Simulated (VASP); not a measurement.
# H2 in VASP: a series of runs

The runs below take H2 through single point, with r2SCAN.

Everything below comes from runs of VASP 6.6.1. Logs are shortened: lines on timing, memory, paths and dates and some standing lists are left out, and cuts for length are marked.

## (1) The cell of the first run

The cell holds a molecule in a box, 2 atoms: a = 8.000 Å, b = 8.000 Å, c = 8.000 Å, α = 90.00°, β = 90.00°, γ = 90.00°.

## (2) Single point, r2SCAN

POSCAR

```
H
1.0
    8.0000000000      0.0000000000      0.0000000000
    0.0000000000      8.0000000000      0.0000000000
    0.0000000000      0.0000000000      8.0000000000
H
2
Direct
    0.5000000000      0.5000000000      0.4500000000
    0.5000000000      0.5000000000      0.5500000000
```

INCAR.step1

```
ALGO = Normal
EDIFF = 1E-5
ENCUT = 440
GGA = PE
GGA_COMPAT = F
ISMEAR = 0
LASPH = T
LCHARG = F
LREAL = F
LWAVE = T
NBANDS = 8
NELM = 120
NELMDL = -8
PREC = Accurate
SIGMA = 0.01
```

INCAR.step2

```
ALGO = Normal
EDIFF = 1E-6
ENCUT = 440
GGA_COMPAT = F
ISIF = 2
ISMEAR = 0
ISTART = 1
LASPH = T
LCHARG = T
LELF = T
LMIXTAU = T
LREAL = F
LVHAR = T
LWAVE = F
METAGGA = R2SCAN
NBANDS = 8
NELM = 120
PREC = Accurate
SIGMA = 0.01
```

KPOINTS

```
k-points
0
Gamma
  1 1 1
```

Potentials or basis: VASP PAW PBE potentials, release 64 (H).

Run with:

```
$ cat potpaw_PBE.64/H/POTCAR > POTCAR
$ cp INCAR.step1 INCAR
$ mpirun -np 1 vasp_gam > vasp.out
$ cp INCAR.step2 INCAR
$ mpirun -np 1 vasp_gam > vasp.out
```

OUTCAR:

```text
EDIFF = 1E-6
   ENCUT = 440
   ISIF = 2
   ISMEAR = 0
   ISTART = 1
   LASPH = T
   LREAL = F
   METAGGA = R2SCAN
   NELM = 120
   PREC = Accurate

 ion  position               nearest neighbor table
   1  0.500  0.500  0.450-   2 0.80
   2  0.500  0.500  0.550-   1 0.80

  LATTYP: Found a simple cubic cell.
 ALAT       =     8.0000000000

  Lattice vectors:

 A1 = (   8.0000000000,   0.0000000000,   0.0000000000)
 A2 = (   0.0000000000,   8.0000000000,   0.0000000000)
 A3 = (   0.0000000000,   0.0000000000,   8.0000000000)

Analysis of symmetry for initial positions (statically):
=====================================================================
 Subroutine PRICEL returns:
 Original cell was already a primitive cell.

 Routine SETGRP: Setting up the symmetry group for a
 simple cubic supercell.

 Subroutine GETGRP returns: Found 16 space group operations
 (whereof 16 operations were pure point group operations)
 out of a pool of 48 trial point group operations.

The static configuration has the point symmetry D_4h.

Analysis of symmetry for dynamics (positions and initial velocities):
=====================================================================
 Subroutine PRICEL returns:
 Original cell was already a primitive cell.

 Routine SETGRP: Setting up the symmetry group for a
 simple cubic supercell.

 Subroutine GETGRP returns: Found 16 space group operations
 (whereof 16 operations were pure point group operations)
 out of a pool of 48 trial point group operations.

The dynamic configuration has the point symmetry D_4h.

 Subroutine INISYM returns: Found 16 space group operations
 (whereof 16 operations are pure point group operations),
 and found     1 'primitive' translations

----------------------------------------------------------------------------------------

                                     Primitive cell

  volume of cell :     512.0000

  direct lattice vectors                    reciprocal lattice vectors
     8.000000000  0.000000000  0.000000000     0.125000000  0.000000000  0.000000000
     0.000000000  8.000000000  0.000000000     0.000000000  0.125000000  0.000000000
     0.000000000  0.000000000  8.000000000     0.000000000  0.000000000  0.125000000

  length of vectors
     8.000000000  8.000000000  8.000000000     0.125000000  0.125000000  0.125000000

  position of ions in fractional coordinates (direct lattice)
     0.500000000  0.500000000  0.450000000
     0.500000000  0.500000000  0.550000000

  ion indices of the primitive-cell ions
   primitive index   ion index
                 1           1
                 2           2

----------------------------------------------------------------------------------------

 KPOINTS: k-points

Automatic generation of k-mesh.
 Grid dimensions read from file:
 generate k-points for:    1    1    1

 Generating k-lattice:

  Cartesian coordinates                     Fractional coordinates (reciprocal lattice)
     0.125000000  0.000000000  0.000000000     1.000000000  0.000000000  0.000000000
     0.000000000  0.125000000  0.000000000     0.000000000  1.000000000  0.000000000
     0.000000000  0.000000000  0.125000000     0.000000000  0.000000000  1.000000000

  Length of vectors
     0.125000000  0.125000000  0.125000000

  Shift w.r.t. Gamma in fractional coordinates (k-lattice)
     0.000000000  0.000000000  0.000000000

 Subroutine IBZKPT returns following result:
 ===========================================

 Found      1 irreducible k-points:

 Following reciprocal coordinates:
            Coordinates               Weight
  0.000000  0.000000  0.000000      1.000000
   k-points           NKPTS =      1   k-points in BZ     NKDIM =      1   number of bands    NBANDS=      8
   number of dos      NEDOS =    301   number of ions     NIONS =      2
   total plane-waves  NPLWV = 175616
   dimension x,y,z NGX =    56 NGY =   56 NGZ =   56
   dimension x,y,z NGXF=   112 NGYF=  112 NGZF=  112
   ions per type =               2
   NGX,Y,Z   is equivalent  to a cutoff of  11.64, 11.64, 11.64 a.u.
   NGXF,Y,Z  is equivalent  to a cutoff of  23.27, 23.27, 23.27 a.u.
 SYSTEM =  unknown system
   PREC   = accura    normal or accurate (medium, high low for compatibility)
   ISTART =      1    job   : 0-new  1-cont  2-samecut
   ICHARG =      0    charge: 1-file 2-atom 10-const
   ISPIN  =      1    spin polarized calculation?
   LNONCOLLINEAR =      F non collinear calculations
   LSORBIT =      F    spin-orbit coupling
   LASPH  =      T    aspherical Exc in radial PAW
   ENCUT  =  440.0 eV  32.34 Ry    5.69 a.u.  13.68 13.68 13.68*2*pi/ulx,y,z
   NELM   =    120;   NELMIN=  2; NELMDL=  0     # of ELM steps
   EDIFF  = 0.1E-05   stopping-criterion for ELM
   LREAL  =      F    real-space projection
   EDIFFG = 0.1E-04   stopping-criterion for IOM
   NSW    =      0    number of steps for IOM
   IBRION =     -1    ionic relax: 0-MD 1-quasi-New 2-CG
   NFREE  =      0    steps in history (QN), initial steepest desc. (CG)
   ISIF   =      2    stress and relaxation
   ISYM   =      2    0-nonsym 1-usesym 2-fastsym
   POTIM  = 0.5000    time-step for ionic-motion
   TEBEG  =    0.0;   TEEND  =   0.0 temperature during run
   PSTRESS=    0.0 pullay stress
   NELECT =       2.0000    total number of electrons
   NUPDOWN=      -1.0000    fix difference up-down
   EMIN   =  10.00;   EMAX   =-10.00  energy-range for DOS
   EFERMI =   0.00;   METHOD = LEGACY
   ISMEAR =     0;   SIGMA  =   0.01  broadening in eV -4-tet -1-fermi 0-gaus
   EFERMI_NEDOS =   21; number of points for ismear=-14 and -15
   IALGO  =     38    algorithm
   IMIX   =      4    mixing-type and parameters
     AMIX     =   0.40;   BMIX     =  1.00
     AMIX_MAG =   1.60;   BMIX_MAG =  1.00
  volume/ion in A,a.u.               =     256.00      1727.57
  Fermi-wavevector in a.u.,A,eV,Ry     =   0.257827  0.487222  0.904443  0.066475
  Thomas-Fermi vector in A             =   1.082725
   LORBIT       =      0    0 simple, 1 ext, 2 COOP (PROOUT), +10 PAW based schemes
   METAGGA = R2SCAN    functional components
   LHFCALC =     F    Hartree Fock is set to
   AEXX    =    0.0000 exact exchange contribution
   IVDW    =     0    specifies the selected vdW correction
   LEPSILON=     F    determine dielectric tensor
   LRPA    =     F    only Hartree local field effects (RPA)
 non-spin polarized calculation
 Gauss-broadening in eV      SIGMA  =   0.01
  energy-cutoff  :      440.00
  volume of cell :      512.00
 maximum number of plane-waves:      5414
 NGX is ok and might be reduce to    54
   NGX = 27   NGY = 27   NGZ = 27

 number of electron       2.0000002 magnetization

 Free energy of the ion-electron system (eV)
  ---------------------------------------------------
  ext. energy  EPLUGINS =         0.00000000
  ---------------------------------------------------
  free energy    TOTEN  =        -6.85014611 eV

  energy without entropy =       -6.85014611  energy(sigma->0) =       -6.85014611

 E-fermi : -10.3847     XC(G=0):  -0.2866

 val. band max:      -10.4640912950   @ k =   0.0000   0.0000   0.0000
 cond. band min:       0.1774144232   @ k =   0.0000   0.0000   0.0000
 fundamental gap:     10.6415057182
 Fermi energy:       -10.3846708042

 k-point     1 :       0.0000    0.0000    0.0000
  band No.  band energies     occupation
      1     -10.4641      2.00000
      2       0.1774      0.00000
      3       1.1597      0.00000
      4       2.1718      0.00000
      5       2.1718      0.00000
      6       2.3597      0.00000
      7       2.3839      0.00000
      8       2.9591      0.00000

------------------------ aborting loop because EDIFF is reached ----------------------------------------

  FORCE on cell =-STRESS in cart. coord.  units (eV):
  Direction    XX          YY          ZZ          XY          YZ          ZX
  --------------------------------------------------------------------------------------
  -------------------------------------------------------------------------------------
  Total       -0.0715856     -0.0715856     -1.4851819     -0.0000000     -0.0000000     -0.0000000
  in kB       -0.2240094     -0.2240094     -4.6475092     -0.0000000     -0.0000000     -0.0000000
  external PRESSURE =      -1.6985094 kB  Pullay stress =       0.0000000 kB

 VOLUME and BASIS-vectors are now :
 -----------------------------------------------------------------------------
  energy-cutoff  :      440.00
  volume of cell :      512.00
      direct lattice vectors                 reciprocal lattice vectors
     8.000000000  0.000000000  0.000000000     0.125000000  0.000000000  0.000000000
     0.000000000  8.000000000  0.000000000     0.000000000  0.125000000  0.000000000
     0.000000000  0.000000000  8.000000000     0.000000000  0.000000000  0.125000000

 POSITION                                       TOTAL-FORCE (eV/Angst)
 -----------------------------------------------------------------------------------
      4.00000      4.00000      3.60000         0.000000      0.000000      1.748852
      4.00000      4.00000      4.40000        -0.000000     -0.000000     -1.748852
 -----------------------------------------------------------------------------------
    total drift:                                0.000000      0.000000     -0.000000

  FREE ENERGIE OF THE ION-ELECTRON SYSTEM (eV)
  ---------------------------------------------------
  free  energy   TOTEN  =        -6.8501461090 eV

  energy  without entropy=       -6.8501461090  energy(sigma->0) =       -6.85014611
```

It took 1.9 min on 1 thread of AMD EPYC 7R43 (Zen 3), shared host; peak memory 0.37 GiB.

What came out:

```yaml
Free_energy: -6.8501 eV
Largest_force: 1.749 eV/Å
Gap_between_the_frontier_levels: 10.64 eV
```

Forces on the atoms (eV/Å):
```
H    0.000  0.000  1.749
H    0.000  0.000 -1.749
```

Levels at points of the mesh, in eV from the valence-band top:
| k point | band 1 | band 2 | band 3 | band 4 | band 5 | band 6 |
| --- | --- | --- | --- | --- | --- | --- |
| (0.00, 0.00, 0.00) | 0.00 | 10.64 | 11.62 | 12.64 | 12.64 | 12.82 |

Caveat: the PAW data sets were made with another functional, which shifts forces and pressure a little.

(Continued in part 2 of 2.)
